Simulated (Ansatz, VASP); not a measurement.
One calculation of CuS3, two programs

```
Cu S
1.0
     4.66027    0.00000    0.00000
     0.00000    4.66027    0.00000
     0.00000    0.00000    2.93738
Cu S
1 3
Cartesian
  2.3301 2.3301 1.4687
  0.0000 2.3301 0.0000
  2.3301 0.0000 0.0000
  0.0000 0.0000 0.0000
```

Alike in both runs: functional PBE; k mesh 10 × 10 × 16; occupations gaussian, width 0.1 eV; no spin polarisation.

Ansatz relaxed the structure, and its values are those at the end. VASP's run is a single point on that final structure, the one shown.

|  | VASP | Ansatz |
| --- | --- | --- |
| version | VASP 6.6.1 | Ansatz 0.2.0 |
| potentials or method | VASP PAW PBE potentials, release 64 (Cu, S), cutoff 520 eV | scalar-relativistic, plane waves, PAW |
| valence electrons in the cell | 29 | 37 |

```csv
,VASP,Ansatz,Ansatz less VASP
gap on the k mesh at the Fermi level (eV),none,none,-
pressure (GPa),-0.1,0.0,+0.12
```

A gap of «none» marks a metal or a gap that the smearing closes. VASP's potentials hold 29 valence electrons a cell and Ansatz's 37, so a difference there can come from the potentials and not from the codes.
